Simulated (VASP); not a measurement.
Write the native input for VASP 6.6.1 that does the following.

```yaml
Task: relaxation of cell and atoms
Functional: PBEsol
Potentials_or_basis: VASP PAW PBE potentials, release 64 (Pd)
Cutoff: 600 eV
k_mesh: 14 × 14 × 14
Occupations: fermi-dirac, width 0.05 eV
Spin: collinear spin, ferromagnetic start
Starting_moments: "[0.5] μB"
Dipole_correction: no
Further_INCAR_settings: ALGO = Normal; EDIFF = 1e-06; IBRION = 2; EDIFFG = -0.01; NSW = 80; ISIF = 3
```

The structure of Pd lies in POSCAR:

```
Pd
1.0
    0.0000000000      1.9449000000      1.9449000000
    1.9449000000      0.0000000000      1.9449000000
    1.9449000000      1.9449000000      0.0000000000
Pd
1
Direct
    0.0000000000      0.0000000000      0.0000000000
```

These files were run (other wordings do the same):

INCAR

```
SYSTEM = Pd
PREC = Accurate
ENCUT = 600
EDIFF = 1E-6
ISMEAR = -1
SIGMA = 0.05
LREAL = .False.
LASPH = .True.
NELM = 150
ALGO = Normal
ISIF = 3
LWAVE = .False.
LCHARG = .False.
ISPIN = 2
MAGMOM = 0.5
LORBIT = 11
LMAXMIX = 4
GGA = PS
IBRION = 2
NSW = 80
EDIFFG = -0.01
```

KPOINTS

```
regular mesh
0
Gamma
  14 14 14
  0 0 0
```

Potentials or basis: VASP PAW PBE potentials, release 64 (Pd).

The run is started by

```bash
$ cat potpaw_PBE.64/Pd/POTCAR > POTCAR
$ mpirun -np 1 vasp_std > vasp.out
```

It gave:

```json
{"Relaxed volume": "14.56 Å³/atom", "Relaxed cell": "a = 2.741 Å, b = 2.741 Å, c = 2.741 Å, α = 60.00°, β = 60.00°, γ = 60.00°", "Space group after relaxing (to 0.05 Å)": "Fm-3m (No. 225)", "Energy gained by relaxing": "1.0 meV/atom", "Ionic steps": "3", "Pressure after relaxing": "0.0 GPa", "Net moment": "0.31 μB per cell", "Site moments": "Pd +0.31 μB", "Valence electrons inside the program's atomic spheres": "Pd 9.45"}
```

Caveat: the PAW data sets were made with another functional, which shifts forces and pressure a little.

Wall time 69 s on 1 thread of Intel(R) Xeon(R) Platinum 8259CL CPU @ 2.50GHz (Skylake/Cascade Lake), with other jobs on the host, peak memory 0.17 GiB.
